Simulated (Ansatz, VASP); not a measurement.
One calculation of KRh, two programs

```xyz
2
Lattice="3.8465 0.0000 0.0000 0.0000 3.8465 0.0000 0.0000 0.0000 3.8465" Properties=species:S:1:pos:R:3 pbc="T T T"
K     0.0000    0.0000    0.0000
Rh    1.9232    1.9232    1.9232
```

Change from the starting cell: volume scaled by 0.94.

Alike in both runs: task single point; functional PBE; k mesh 7 × 7 × 7; occupations fermi-dirac, width 0.05 eV; no spin polarisation.

```csv
,VASP,Ansatz
version,VASP 6.6.1,Ansatz 0.2.0
potentials or method,"VASP PAW PBE potentials, release 64 (K_sv, Rh_pv), cutoff 520 eV","all-electron LAPW, scalar-relativistic"
```

Ansatz gave:

* gap on the k mesh at the Fermi level (eV): none
* pressure (GPa): -2.8

Task: What did VASP give for the same quantities?

Result: gap on the k mesh at the Fermi level (eV): none; pressure (GPa): -2.7.

A gap of «none» marks a metal or a gap that the smearing closes. Ansatz ran all-electron here, and VASP with PAW potentials.
